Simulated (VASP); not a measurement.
# Rh (Fm-3m) in VASP: a series of runs, part 2 of 2

VASP 6.6.1.

## 4. Single point, PBEsol

This run uses another cell than the first one, of 13.49 Å³/atom, 1.032 times its volume.

INCAR reads:

```
SYSTEM = Rh
  PREC = Accurate
  ENCUT = 520
  EDIFF = 1E-7
  ISMEAR = -1
  SIGMA = 0.05
  LREAL = .FALSE.
  LASPH = .TRUE.
  NELM = 100
  ALGO = Normal
  ISIF = 2
  LWAVE = .FALSE.
  LCHARG = .FALSE.
  GGA = PS
  NBANDS = 14
```

KPOINTS reads:

```
regular mesh
0
G
  12 12 12
  0 0 0
```

POSCAR reads:

```
Rh
1.0
    0.0000000000      1.8896286389      1.8896286389
    1.8896286389      0.0000000000      1.8896286389
    1.8896286389      1.8896286389      0.0000000000
Rh
1
Direct
    0.0000000000      0.0000000000      0.0000000000
```

Potentials or basis: VASP PAW PBE potentials, release 64 (Rh_pv).

On the command line:

```bash
cat potpaw_PBE.64/Rh_pv/POTCAR > POTCAR
mpirun -np 1 vasp_std > vasp.out
```

OUTCAR:

```text
SYSTEM = Rh
   PREC = Accurate
   ENCUT = 520
   EDIFF = 1E-7
   ISMEAR = -1
   LREAL = .FALSE.
   LASPH = .TRUE.
   NELM = 100
   ISIF = 2
   GGA = PS

 ion  position               nearest neighbor table
   1  0.000  0.000  0.000-

  LATTYP: Found a face centered cubic cell.
 ALAT       =     3.7792572778

  Lattice vectors:

 A1 = (   0.0000000000,   1.8896286389,   1.8896286389)
 A2 = (   1.8896286389,   0.0000000000,   1.8896286389)
 A3 = (   1.8896286389,   1.8896286389,   0.0000000000)

Analysis of symmetry for initial positions (statically):
[... 33 lines left out ...]
                                     Primitive cell

  volume of cell :      13.4946

  direct lattice vectors                    reciprocal lattice vectors
     0.000000000  1.889628639  1.889628639    -0.264602256  0.264602256  0.264602256
     1.889628639  0.000000000  1.889628639     0.264602256 -0.264602256  0.264602256
     1.889628639  1.889628639  0.000000000     0.264602256  0.264602256 -0.264602256

  length of vectors
     2.672338449  2.672338449  2.672338449     0.458304550  0.458304550  0.458304550

  position of ions in fractional coordinates (direct lattice)
     0.000000000  0.000000000  0.000000000

  ion indices of the primitive-cell ions
[... 125 lines left out ...]
 fundamental gap:      0.1268917056
 Fermi energy:        12.1118957372

 k-point     1 :       0.0000    0.0000    0.0000
  band No.  band energies     occupation
      1     -34.2857      2.00000
      2     -34.2857      2.00000
      3     -34.2857      2.00000
      4       3.9077      2.00000
      5       8.9032      2.00000
      6       8.9032      2.00000
      7       8.9032      2.00000
      8      11.0756      2.00000
      9      11.0756      2.00000
     10      28.0215      0.00000
     11      32.3737      0.00000
     12      33.5772      0.00000
     13      33.5772      0.00000
     14      33.5772      0.00000
[... 377 lines left out ...]
      1     -34.9982      2.00000
      2     -34.5368      2.00000
      3     -34.4230      2.00000
      4       6.5232      2.00000
      5       8.2192      2.00000
      6       9.5218      2.00000
      7       9.9442      2.00000
      8      12.3599      0.01392
      9      16.2482      0.00000
     10      20.9548      0.00000
     11      28.1868      0.00000
     12      31.0744      0.00000
     13      32.3815      0.00000
     14      32.8019      0.00000

 [... further k-points ...]
[... 5 lines left out ...]
  --------------------------------------------------------------------------------------
  -------------------------------------------------------------------------------------
  Total       -0.0058028     -0.0058028     -0.0058028      0.0000000     -0.0000000      0.0000000
  in kB       -0.6889523     -0.6889523     -0.6889523      0.0000000     -0.0000000      0.0000000
  external PRESSURE =      -0.6889523 kB  Pullay stress =       0.0000000 kB

 VOLUME and BASIS-vectors are now :
 -----------------------------------------------------------------------------
  energy-cutoff  :      520.00
  volume of cell :       13.49
      direct lattice vectors                 reciprocal lattice vectors
     0.000000000  1.889628639  1.889628639    -0.264602256  0.264602256  0.264602256
     1.889628639  0.000000000  1.889628639     0.264602256 -0.264602256  0.264602256
     1.889628639  1.889628639  0.000000000     0.264602256  0.264602256 -0.264602256

 POSITION                                       TOTAL-FORCE (eV/Angst)
 -----------------------------------------------------------------------------------
      0.00000      0.00000      0.00000         0.000000     -0.000000     -0.000000
 -----------------------------------------------------------------------------------
    total drift:                                0.000000      0.000000      0.000000

  FREE ENERGIE OF THE ION-ELECTRON SYSTEM (eV)
  ---------------------------------------------------
  free  energy   TOTEN  =        -8.1463343986 eV

  energy  without entropy=       -8.1383801546  energy(sigma->0) =       -8.14235728
```

OSZICAR:

```text
N       E                     dE             d eps       ncg     rms          rms(c)
DAV:   1     0.119024692753E+03    0.11902E+03   -0.88442E+03  2038   0.115E+03
DAV:   2    -0.717751323060E+01   -0.12620E+03   -0.12003E+03  2256   0.341E+02
DAV:   3    -0.878173145914E+01   -0.16042E+01   -0.16012E+01  2430   0.422E+01
DAV:   4    -0.878738836785E+01   -0.56569E-02   -0.56568E-02  2304   0.257E+00
DAV:   5    -0.878743604306E+01   -0.47675E-04   -0.47676E-04  2358   0.207E-01    0.115E+01
DAV:   6    -0.817475386629E+01    0.61268E+00   -0.97849E-01  2142   0.139E+01    0.361E+00
DAV:   7    -0.815145875118E+01    0.23295E-01   -0.22096E-02  2274   0.187E+00    0.163E+00
DAV:   8    -0.814656353925E+01    0.48952E-02   -0.43464E-03  2130   0.907E-01    0.252E-01
DAV:   9    -0.814632957676E+01    0.23396E-03   -0.14532E-04  2106   0.169E-01    0.217E-02
DAV:  10    -0.814633420927E+01   -0.46325E-05   -0.23475E-06  2298   0.185E-02    0.513E-03
DAV:  11    -0.814633444613E+01   -0.23686E-06   -0.37020E-07  2250   0.856E-03    0.389E-04
DAV:  12    -0.814633439861E+01    0.47518E-07   -0.59190E-09  1026   0.114E-03
   1 F= -.81463344E+01 E0= -.81423573E+01  d E =-.795424E-02
```

Wall time 8.7 s (1 thread of Intel Xeon 6975P-C (Granite Rapids), shared host); peak memory 0.13 GiB.

What came out:

```yaml
Free_energy: -8.1463 eV
Pressure: -0.1 GPa
```

Levels at points of the mesh, in eV from the Fermi level:
| k point | band 4 | band 5 | band 6 | band 7 | band 8 | band 9 | band 10 | band 11 |
| --- | --- | --- | --- | --- | --- | --- | --- | --- |
| (0.00, 0.00, 0.00) | -8.20 | -3.21 | -3.21 | -3.21 | -1.04 | -1.04 | 15.91 | 20.26 |
| (0.50, 0.00, 0.00) | -6.34 | -3.28 | -3.28 | 0.57 | 0.57 | 0.62 | 8.76 | 15.42 |
| (0.50, 0.50, 0.00) | -6.54 | -6.17 | 0.55 | 1.00 | 1.00 | 3.19 | 12.45 | 13.33 |

Caveat: the PAW data sets were made with another functional, which shifts forces and pressure a little.

## 5. Relaxation of cell and atoms, PBEsol

This run uses another cell than the first one, of 13.67 Å³/atom, 1.045 times its volume.

INCAR reads:

```
PREC = Accurate
ENCUT = 600
EDIFF = 1E-6
ISMEAR = -1
SIGMA = 0.05
LREAL = False
LASPH = True
NELM = 80
ALGO = Normal
ISIF = 3
LWAVE = False
LCHARG = False
GGA = PS
IBRION = 2
NSW = 80
EDIFFG = -0.005
```

KPOINTS reads:

```
regular mesh
0
Gamma
  12 12 12
```

POSCAR reads:

```
Rh
1.0
    0.0000000000      1.8978500000      1.8978500000
    1.8978500000      0.0000000000      1.8978500000
    1.8978500000      1.8978500000      0.0000000000
Rh
1
Direct
    0.0000000000      0.0000000000      0.0000000000
```

On the command line:

```bash
cat potpaw_PBE.64/Rh_pv/POTCAR > POTCAR
mpirun -np 1 vasp_std > vasp.out
```

Wall time 16 s (1 thread of Intel Xeon 6975P-C (Granite Rapids), shared host); peak memory 0.15 GiB.

It converged, with:

```yaml
Free_energy: -8.1469 eV
Relaxed_volume: 13.49 Å³/atom
Relaxed_cell: a = 2.672 Å, b = 2.672 Å, c = 2.672 Å, α = 60.00°, β = 60.00°, γ = 60.00°
Space_group_after_relaxing_to_0.05_Å: Fm-3m (No. 225)
Energy_gained_by_relaxing: 2.3 meV/atom
Ionic_steps: 3
Pressure_after_relaxing: 0.0 GPa
```

The path:
```csv
step,energy change (eV),largest force (eV/Å),pressure (GPa),volume (Å³)
1,0.0000,0.0000,-3.93,13.67
2,0.0139,0.0000,11.56,13.02
3,-0.0023,0.0000,-0.05,13.49
```

Final structure:
```yaml
crystal:
  lattice:
    - [0.00000, 1.88932, 1.88932]
    - [1.88932, 0.00000, 1.88932]
    - [1.88932, 1.88932, 0.00000]
  atoms:
    - { symbol: Rh, position: [0.00000, 0.00000, 0.00000] }
```

Levels at points of the mesh, in eV from the Fermi level:
```csv
k point,band 3,band 4,band 5,band 6,band 7,band 8,band 9,band 10,band 11
"(0.00, 0.00, 0.00)",-46.40,-8.21,-3.21,-3.21,-3.21,-1.04,-1.04,15.91,20.26
"(0.50, 0.00, 0.00)",-46.51,-6.35,-3.29,-3.29,0.57,0.57,0.62,8.77,15.42
"(0.50, 0.50, 0.00)",-46.69,-6.55,-6.17,0.55,1.00,1.00,3.19,12.45,13.33
```

Caveat: the PAW data sets were made with another functional, which shifts forces and pressure a little.

## 6. Relaxation of cell and atoms, PBEsol, target pressure 5 GPa, at which the enthalpy is minimised

This run uses another cell than the first one, of 13.67 Å³/atom, 1.045 times its volume.

Changes to INCAR since step 5:

```diff
@@ -16 +16,2 @@
 EDIFFG = -0.005
+PSTRESS = 50.0
```

KPOINTS reads:

```
Automatic mesh
0
Gamma
  12 12 12
```

POSCAR is that of step 5.

Potentials or basis: VASP PAW PBE potentials, release 64 (Rh_pv).

On the command line:

```bash
cat potpaw_PBE.64/Rh_pv/POTCAR > POTCAR
mpirun -np 1 vasp_std > vasp.out
```

It took 23 s on 1 thread of Intel Xeon 6975P-C (Granite Rapids), shared host; peak memory 0.15 GiB.

Results (log left out):

```
Free energy                                            : -8.1436 eV
Relaxed volume                                         : 13.27 Å³/atom
Relaxed cell                                           : a = 2.657 Å, b = 2.657 Å, c = 2.657 Å, α = 60.00°, β = 60.00°, γ = 60.00°
Space group after relaxing (to 0.05 Å)                 : Fm-3m (No. 225)
Energy change on relaxing (the enthalpy is what falls) : +1.0 meV/atom
Ionic steps                                            : 4
Pressure after relaxing                                : 5.0 GPa
```

Step by step:
| step | energy change (eV) | largest force (eV/Å) | pressure (GPa) | volume (Å³) |
| --- | --- | --- | --- | --- |
| 1 | 0.0000 | 0.0000 | -3.93 | 13.67 |
| 2 | 0.1332 | 0.0000 | 37.88 | 12.22 |
| 3 | 0.0006 | 0.0000 | 4.64 | 13.28 |
| 4 | 0.0010 | 0.0000 | 5.02 | 13.27 |

Final structure:
```
Rh
1.0
     0.00000    1.87910    1.87910
     1.87910    0.00000    1.87910
     1.87910    1.87910    0.00000
Rh
1
Cartesian
  0.0000 0.0000 0.0000
```

Levels at points of the mesh, in eV from the Fermi level:
| k point | band 5 | band 6 | band 7 | band 8 | band 9 | band 10 |
| --- | --- | --- | --- | --- | --- | --- |
| (0.00, 0.00, 0.00) | -3.30 | -3.30 | -3.30 | -1.06 | -1.06 | 15.89 |
| (0.50, 0.00, 0.00) | -3.37 | -3.37 | 0.59 | 0.59 | 0.60 | 8.94 |
| (0.50, 0.50, 0.00) | -6.33 | 0.57 | 1.03 | 1.03 | 3.21 | 12.67 |

Caveat: the cell is relaxed towards a set pressure, so the enthalpy falls and the energy may rise; the PAW data sets were made with another functional, which shifts forces and pressure a little.

## 7. The runs side by side

| task | cell | cutoff (eV) | gap on the mesh (eV) | pressure (GPa) |
| --- | --- | --- | --- | --- |
| single point | a = 2.645 Å, angles 60.0°, 1 atom | 520 | none | 9.9 |
| single point | a = 2.621 Å, angles 60.0°, 1 atom | 520 | none | 19.9 |
| single point | a = 2.672 Å, angles 60.0°, 1 atom | 520 | none | -0.1 |
| relaxation of cell and atoms | relaxed from a = 2.684 Å, angles 60.0°, 1 atom | 600 | none | 0.0 |
| relaxation of cell and atoms | relaxed to 5 GPa from a = 2.684 Å, angles 60.0°, 1 atom | 600 | none | 5.0 |

Alike in all rows: level PBEsol; potentials or basis VASP PAW PBE potentials, release 64 (Rh_pv); no spin polarisation; k mesh 12 × 12 × 12; smearing fermi-dirac 0.05 eV.

Caveats: the PAW data sets were made with another functional, which shifts forces and pressure a little; the cell is relaxed towards a set pressure, so the enthalpy falls and the energy may rise (some runs).

Absolute energies hang on the potentials; compare differences alone.
